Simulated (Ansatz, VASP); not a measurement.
**SiC in VASP and in Ansatz**

```
Si C
1.0
     3.07804    0.00000    0.00000
    -1.53902    2.66566    0.00000
     0.00000    0.00000   10.07570
Si C
4 4
Direct
  0.66667 0.33333 0.93783
  0.33333 0.66667 0.43783
  0.00000 0.00000 0.68790
  0.00000 0.00000 0.18790
  0.66667 0.33333 0.74982
  0.33333 0.66667 0.24982
  0.00000 0.00000 0.50045
  0.00000 0.00000 0.00045
```

Alike in both runs: task single point; functional PBEsol; k mesh 12 × 12 × 4; occupations gaussian, width 0.02 eV; no spin polarisation.

```csv
,VASP,Ansatz
version,VASP 6.6.1,Ansatz 0.2.0
potentials or method,"VASP PAW PBE potentials, release 64 (Si, C), cutoff 520 eV","scalar-relativistic, plane waves, PAW"
valence electrons in the cell,32,32
```

```csv
,VASP,Ansatz,Ansatz less VASP
gap on the k mesh at the Fermi level (eV),2.11,2.12,+0.008
least direct gap on the mesh (eV),3.23,3.24,+0.009
pressure (GPa),0.4,0.0,-0.35
```

VASP's potentials were made for PBE, not for PBEsol.
